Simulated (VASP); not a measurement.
Here is a VASP 6.6.1 calculation.

INCAR

```
  PREC = Accurate
  ENCUT = 520
  EDIFF = 1E-6
  ISMEAR = 0
  SIGMA = 0.1
  LREAL = False
  LASPH = True
  NELM = 80
  ALGO = Fast
  ISIF = 2
  LWAVE = False
  LCHARG = True
  GGA = PE
  LELF = True
  LVHAR = True
  NBANDS = 52
```

Contents of KPOINTS:

```
Automatic mesh
0
Gamma
  3 3 3
```

File POSCAR:

```
Sc3Si2
1.0
    3.3693369537      1.9452875972      5.9863368401
   -3.3693369537      1.9452875972      5.9863368401
    0.0000000000     -3.8905751944      5.9863368401
Sc Si
6 4
Direct
    0.0584752090      0.4415247910      0.7500000000
    0.7500000000      0.0584752090      0.4415247910
    0.4415247910      0.7500000000      0.0584752090
    0.9415247910      0.5584752090      0.2500000000
    0.2500000000      0.9415247910      0.5584752090
    0.5584752090      0.2500000000      0.9415247910
    0.8455091691      0.8455091691      0.8455091691
    0.6544908309      0.6544908309      0.6544908309
    0.1544908309      0.1544908309      0.1544908309
    0.3455091691      0.3455091691      0.3455091691
```

Potentials or basis: VASP PAW PBE potentials, release 64 (Sc_sv, Si).

The run is started by

```console
$ cat potpaw_PBE.64/Sc_sv/POTCAR potpaw_PBE.64/Si/POTCAR > POTCAR
$ mpirun -np 1 vasp_std > vasp.out
```

Estimate the band gap on the k mesh.

zero (bands 41 and 42 overlap by 0.32 eV).

Predict the pressure.

0.2 GPa.

Estimate the largest force.

0.016 eV/Å.

Forces on the atoms (eV/Å):
```
Sc   0.004  0.000  0.000
Sc  -0.002  0.003  0.000
Sc  -0.002 -0.003  0.000
Sc  -0.004  0.000  0.000
Sc   0.002 -0.003  0.000
Sc   0.002  0.003  0.000
Si   0.000  0.000  0.016
Si   0.000  0.000 -0.016
Si   0.000  0.000 -0.016
Si   0.000  0.000  0.016
```

Caveat: the k points lie up to 0.38 Å⁻¹ apart.
